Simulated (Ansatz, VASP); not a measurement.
## One calculation of Li, two programs

The input INCAR:

```
PREC = Accurate ; ENCUT = 520
EDIFF = 1E-8 ; ISMEAR = -1
SIGMA = 0.08 ; LREAL = F
LASPH = T ; NELM = 60
ALGO = Normal ; ISIF = 2
LWAVE = F ; LCHARG = F
LEFG = T ; NBANDS = 12
```

Contents of KPOINTS:

```
regular mesh
0
Gamma
  12 12 12
```

POSCAR

```
Li
1.0
    1.5295437082      0.8830824716      7.4857428335
   -1.5295437082      0.8830824716      7.4857428335
    0.0000000000     -1.7661649434      7.4857428335
Li
3
Direct
    0.0000000000      0.0000000000      0.0000000000
    0.2220000000      0.2220000000      0.2220000000
    0.7780000000      0.7780000000      0.7780000000
```

Input for Ansatz:

```yaml
crystal:
  lattice:
    - [1.5295437082, 0.8830824716, 7.4857428335]
    - [-1.5295437082, 0.8830824716, 7.4857428335]
    - [0.0, -1.7661649434, 7.4857428335]
  atoms:
    - { symbol: Li, position: [0.0, 0.0, 0.0] }
    - { symbol: Li, position: [0.222, 0.222, 0.222] }
    - { symbol: Li, position: [0.778, 0.778, 0.778] }
kpoints:
  mp_grid: { grid: [12, 12, 12] }
scf:
  occupations: { method: fermi_dirac, width: 0.08 }
hamiltonian:
  xc: lda
  pseudopotentials: { kind: all_electron, datasets: crystal }
output:
  forces: true
  stress: true
  eigenvalues: true
  efg: { contact_densities: true }
```

Change from the starting cell: volume scaled by 0.96, crystal datasets.

Alike in both runs: task electric field gradients; functional LDA; k mesh 12 × 12 × 12; occupations fermi-dirac, width 0.08 eV; no spin polarisation.

```csv
,VASP,Ansatz
version,VASP 6.6.1,Ansatz 0.2.0
potentials or method,"VASP PAW LDA potentials, release 64 (Li_sv), cutoff 520 eV","all-electron PAW with datasets made for the crystal, scalar-relativistic"
```

```tsv
	VASP	Ansatz	Ansatz less VASP
rms of the force components (eV/Å)	0.004	0.004	-0.0002
```

LDA's correlation is that of Perdew and Zunger in VASP and of Perdew and Wang (1992) in Ansatz. Atom by atom the forces differ by 0.000 eV/Å (rms over components). Ansatz ran all-electron here, and VASP with PAW potentials. Ansatz's warnings: printed levels off.

Noted on VASP's run: the cutoff is short for stress, so the pressure is rough.
